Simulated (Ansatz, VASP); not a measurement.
Two plane-wave programs on Te2Mo

```
CELL_PARAMETERS angstrom
3.51658 0.00000 0.00000
-1.75829 3.04545 0.00000
0.00000 0.00000 7.78152
ATOMIC_POSITIONS crystal
Te 0.33333 0.66667 0.76833
Te 0.33333 0.66667 0.23167
Mo 0.00000 0.00000 0.00000
```

Change from the starting cell: hydrostatic strain -0.6%.

Alike in both runs: task single point; functional HSE06; k mesh 6 × 6 × 2; no spin polarisation.

```csv
,VASP,Ansatz
version,VASP 6.6.1,Ansatz 0.2.0
potentials or method,"VASP PAW PBE potentials, release 64 (Te, Mo_sv)","plane waves, PAW"
plane-wave cutoff (eV),520,420
occupations,"gaussian, width 0.01 eV",fixed
valence electrons in the cell,26,46
```

Ansatz gave:

```
gap on the k mesh at the Fermi level (eV)                     : 1.49
pressure (GPa)                                                : -0.7
traceless stress, the component that is largest in VASP (GPa) : 0.11
rms of the force components (eV/Å)                            : 0.159
```

Problem. Estimate VASP's values.

Solution. gap on the k mesh at the Fermi level (eV): 1.47; pressure (GPa): -0.9; traceless stress, the component that is largest in VASP (GPa): 0.14; rms of the force components (eV/Å): 0.167.

Atom by atom the forces differ by 0.008 eV/Å (rms over components). VASP's potentials hold 26 valence electrons a cell and Ansatz's 46, so a difference there can come from the potentials and not from the codes. Ansatz's warnings: stress exchange threshold loose, stress scf threshold loose.

Neither program's run includes spin-orbit coupling.
